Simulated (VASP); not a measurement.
# Sn (Fd-3m) in VASP: single point with HSE06

Aim: the single point of Sn with HSE06.

All numbers are computed with VASP 6.6.1; they aren't measurements. Logs are shortened: lines on timing, memory, paths and dates and some standing lists are left out, and cuts for length are marked.

### Step 1. The cell of the first run

The structure is cubic, space group Fd-3m (No. 227). Conventional cell: a = 6.569 Å, b = 6.569 Å, c = 6.569 Å, α = 90.00°, β = 90.00°, γ = 90.00°. Within 3.7 Å of Sn (site symmetry -43m) lie 4 Sn at 2.84 Å.

This isn't the form of Sn at room conditions, which is tetragonal (white tin).

### Step 2. Single point, HSE06

POSCAR reads:

```
Sn
1.0
    0.0000000000      3.2844880277      3.2844880277
    3.2844880277      0.0000000000      3.2844880277
    3.2844880277      3.2844880277      0.0000000000
Sn
2
Direct
    0.0000000000      0.0000000000      0.0000000000
    0.2500000000      0.2500000000      0.2500000000
```

INCAR.step1 reads:

```
SYSTEM = Sn
  PREC = Accurate
  ENCUT = 520
  EDIFF = 1E-5
  ISMEAR = -1
  SIGMA = 0.02
  LREAL = .False.
  LASPH = .True.
  NELM = 60
  ALGO = Normal
  ISIF = 2
  LWAVE = .True.
  LCHARG = .False.
  GGA = PE
  NBANDS = 21
```

INCAR.step2 reads:

```
SYSTEM = Sn
  PREC = Accurate
  ENCUT = 520
  EDIFF = 1E-7
  ISMEAR = -1
  SIGMA = 0.02
  LREAL = .False.
  LASPH = .True.
  NELM = 60
  ALGO = Normal
  ISIF = 2
  LWAVE = .False.
  LCHARG = .False.
  GGA = PE
  LHFCALC = .True.
  HFSCREEN = 0.2079
  PRECFOCK = Normal
  ISTART = 1
  NBANDS = 21
```

KPOINTS reads:

```
regular mesh
0
Gamma
  4 4 4
  0 0 0
```

Potentials or basis: VASP PAW PBE potentials, release 64 (Sn_d).

On the command line:

```
> cat potpaw_PBE.64/Sn_d/POTCAR > POTCAR
> cp INCAR.step1 INCAR
> mpirun -np 1 vasp_std > vasp.out
> cp INCAR.step2 INCAR
> mpirun -np 1 vasp_std > vasp.out
```

OUTCAR:

```text
SYSTEM = Sn
   PREC = Accurate
   ENCUT = 520
   EDIFF = 1E-7
   ISMEAR = -1
   LREAL = .False.
   LASPH = .True.
   NELM = 60
   ISIF = 2
   GGA = PE
   LHFCALC = .True.
   HFSCREEN = 0.2079
   PRECFOCK = Normal
   ISTART = 1

 ion  position               nearest neighbor table
   1  0.000  0.000  0.000-   2 2.84   2 2.84   2 2.84   2 2.84
   2  0.250  0.250  0.250-   1 2.84   1 2.84   1 2.84   1 2.84

  LATTYP: Found a face centered cubic cell.
 ALAT       =     6.5689760554

  Lattice vectors:

 A1 = (   0.0000000000,   3.2844880277,   3.2844880277)
 A2 = (   3.2844880277,   0.0000000000,   3.2844880277)
 A3 = (   3.2844880277,   3.2844880277,   0.0000000000)

Analysis of symmetry for initial positions (statically):
=====================================================================
 Subroutine PRICEL returns:
 Original cell was already a primitive cell.

 Routine SETGRP: Setting up the symmetry group for a
 face centered cubic supercell.

 Subroutine GETGRP returns: Found 48 space group operations
 (whereof 24 operations were pure point group operations)
 out of a pool of 48 trial point group operations.

The static configuration has the point symmetry T_d .
 The point group associated with its full space group is O_h .

Analysis of symmetry for dynamics (positions and initial velocities):
=====================================================================
 Subroutine PRICEL returns:
 Original cell was already a primitive cell.

 Routine SETGRP: Setting up the symmetry group for a
 face centered cubic supercell.

 Subroutine GETGRP returns: Found 48 space group operations
 (whereof 24 operations were pure point group operations)
 out of a pool of 48 trial point group operations.

The dynamic configuration has the point symmetry T_d .
 The point group associated with its full space group is O_h .

 Subroutine INISYM returns: Found 48 space group operations
 (whereof 24 operations are pure point group operations),
 and found     1 'primitive' translations

----------------------------------------------------------------------------------------

                                     Primitive cell

  volume of cell :      70.8652

[... 71 lines left out ...]
   EDIFF  = 0.1E-06   stopping-criterion for ELM
   LREAL  =      F    real-space projection
   EDIFFG = 0.1E-05   stopping-criterion for IOM
   NSW    =      0    number of steps for IOM
   IBRION =     -1    ionic relax: 0-MD 1-quasi-New 2-CG
   NFREE  =      0    steps in history (QN), initial steepest desc. (CG)
   ISIF   =      2    stress and relaxation
   ISYM   =      3    0-nonsym 1-usesym 2-fastsym
   POTIM  = 0.5000    time-step for ionic-motion
   TEBEG  =    0.0;   TEEND  =   0.0 temperature during run
   PSTRESS=    0.0 pullay stress
   NELECT =      28.0000    total number of electrons
   NUPDOWN=      -1.0000    fix difference up-down
   EMIN   =  10.00;   EMAX   =-10.00  energy-range for DOS
   EFERMI =   0.00;   METHOD = LEGACY
   ISMEAR =    -1;   SIGMA  =   0.02  broadening in eV -4-tet -1-fermi 0-gaus
   EFERMI_NEDOS =   21; number of points for ismear=-14 and -15
   IALGO  =     38    algorithm
   IMIX   =      1    mixing-type and parameters
     AMIX     =   0.40;   BMIX     =  1.00
     AMIX_MAG =   1.60;   BMIX_MAG =  1.00
  volume/ion in A,a.u.               =      35.43       239.11
  Fermi-wavevector in a.u.,A,eV,Ry     =   1.201295  2.270119 19.634713  1.443111
  Thomas-Fermi vector in A             =   2.337108
   LORBIT       =      0    0 simple, 1 ext, 2 COOP (PROOUT), +10 PAW based schemes
   GGA     = PE    functional components
   LHFCALC =     T    Hartree Fock is set to
   PRECFOCK=normal    Normal, Fast or Accurate (Low or Medium for compatibility)
   ENCUT4O =  -1.0   cutoff for four orbital integrals eV
   NKREDX  =     1    reduce k-point grid by
   NKREDY  =     1    reduce k-point grid by
   NKREDZ  =     1    reduce k-point grid by
   AEXX    =    0.2500 exact exchange contribution
   HFSCREEN=    0.2079 screening length (either q_TF or 0.3 A-1)
   HFSCREENC=   0.2079 screening length for correlation (either q_TF or 0.3 A-1)
   ENCUTFOCK=  -1.0 apply spherical cutoff to Coloumb kernel
   IVDW    =     0    specifies the selected vdW correction
   LEPSILON=     F    determine dielectric tensor
   LRPA    =     F    only Hartree local field effects (RPA)
 non-spin polarized calculation
  energy-cutoff  :      520.00
  volume of cell :       70.87
 maximum number of plane-waves:      1924
 NGX is ok and might be reduce to    36
  NGX = 28; NGY = 28; NGZ = 28

 number of electron      27.9999984 magnetization

 Free energy of the ion-electron system (eV)
  ---------------------------------------------------
  ext. energy  EPLUGINS =         0.00000000
  ---------------------------------------------------
  free energy    TOTEN  =        -8.87104165 eV

  energy without entropy =       -8.86984818  energy(sigma->0) =       -8.87044491

 E-fermi :   5.1153     XC(G=0):  -7.2701

 val. band max:        5.1014637146   @ k =   0.0000   0.0000   0.0000
 cond. band min:       5.4285880335   @ k =   0.5000   0.0000   0.0000
 fundamental gap:      0.3271243190
 Fermi energy:         5.1153258384

 k-point     1 :       0.0000    0.0000    0.0000
  band No.  band energies     occupation
      1     -18.6919      2.00000
      2     -18.6919      2.00000
      3     -18.6919      2.00000
      4     -18.6376      2.00000
      5     -18.6376      2.00000
      6     -18.3471      2.00000
[... 181 lines left out ...]
     20      14.8141      0.00000
     21      16.0161      0.00000

------------------------ aborting loop because EDIFF is reached ----------------------------------------

  FORCE on cell =-STRESS in cart. coord.  units (eV):
  Direction    XX          YY          ZZ          XY          YZ          ZX
  --------------------------------------------------------------------------------------
  -------------------------------------------------------------------------------------
  Total        0.0858437      0.0858437      0.0858437      0.0000000      0.0000000     -0.0000000
  in kB        1.9408231      1.9408231      1.9408231      0.0000000      0.0000000     -0.0000000
  external PRESSURE =       1.9408231 kB  Pullay stress =       0.0000000 kB

 VOLUME and BASIS-vectors are now :
 -----------------------------------------------------------------------------
  energy-cutoff  :      520.00
  volume of cell :       70.87
      direct lattice vectors                 reciprocal lattice vectors
     0.000000000  3.284488028  3.284488028    -0.152230727  0.152230727  0.152230727
     3.284488028  0.000000000  3.284488028     0.152230727 -0.152230727  0.152230727
     3.284488028  3.284488028  0.000000000     0.152230727  0.152230727 -0.152230727

 POSITION                                       TOTAL-FORCE (eV/Angst)
 -----------------------------------------------------------------------------------
      0.00000      0.00000      0.00000        -0.000000     -0.000000     -0.000000
      1.64224      1.64224      1.64224         0.000000      0.000000      0.000000
 -----------------------------------------------------------------------------------
    total drift:                               -0.000000      0.000001     -0.000001

  FREE ENERGIE OF THE ION-ELECTRON SYSTEM (eV)
  ---------------------------------------------------
  free  energy   TOTEN  =        -8.8710416467 eV

  energy  without entropy=       -8.8698481758  energy(sigma->0) =       -8.87044491
```

Run time: 41 min. Hardware: 1 thread of Oxide Virtual Turin-like, shared host; peak memory 0.28 GiB.

Results:

| Property | Result |
| --- | --- |
| Free energy | -8.8710 eV |
| Pressure | 0.2 GPa |
| Band gap on the k mesh | zero (filled and empty bands touch) |

Levels at points of the mesh, in eV from the Fermi level:
```tsv
k point	band 10	band 11	band 12	band 13	band 14	band 15	band 16	band 17	band 18	band 19
(0.00, 0.00, 0.00)	-23.45	-11.53	-0.42	-0.01	-0.01	-0.01	2.59	2.59	2.59	5.56
(0.50, 0.00, 0.00)	-23.41	-9.78	-6.82	-1.27	-1.27	0.31	3.69	3.69	6.23	9.08
(0.50, 0.50, 0.00)	-23.39	-8.18	-8.18	-2.67	-2.67	1.20	1.20	8.41	8.41	9.93
```

Caveat: the k points lie up to 0.41 Å⁻¹ apart; the PAW data sets were made with another functional, which shifts forces and pressure a little; spin-orbit coupling is left out, which moves the levels of the heavy elements.

The gap in the log of VASP goes by the Fermi energy; the results here count the filled bands.